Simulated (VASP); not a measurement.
Runs of VASP 6.6.1 on Tc3Sn. The structure is cubic, space group Fm-3m (No. 225). The conventional cell has a = 6.344 Å, b = 6.344 Å, c = 6.344 Å, α = 90.00°, β = 90.00°, γ = 90.00°. Within 3.6 Å of Tc (site symmetry -43m) lie 10 Tc at 2.75 to 3.17 Å and 4 Sn at 2.75 Å. Tc (site symmetry m-3m) has 8 Tc at 2.75 Å and 6 Sn at 3.17 Å within 3.6 Å. Within 3.6 Å of Sn (site symmetry m-3m) lie 14 Tc at 2.75 to 3.17 Å. 

| level | gap on the mesh (eV) | pressure (GPa) |
| --- | --- | --- |
| r2SCAN | none | (a) |
| PBE | none | -2.2 |
| BLYP | none | 8.6 |
| RPBE | none | 1.3 |

Alike in all rows: task single point; potentials or basis VASP PAW PBE potentials, release 64 (Tc_pv, Sn_d); no spin polarisation; cell as given; k mesh 7 × 7 × 7; cutoff (eV) 520; smearing fermi-dirac 0.05 eV.

Q: Estimate the missing entries.

A: (a) -6.2.

Caveats: spin-orbit coupling is left out, which moves the levels of the heavy elements; the PAW data sets were made with another functional, which shifts forces and pressure a little (at least some runs); the cell stands under tension (at least some runs); the cell stands under pressure (at least some runs).

A k mesh can miss the band edges, and the runs leave out spin-orbit coupling on Sn, Tc.

A gap of «none» marks levels without a gap at the run's occupations.
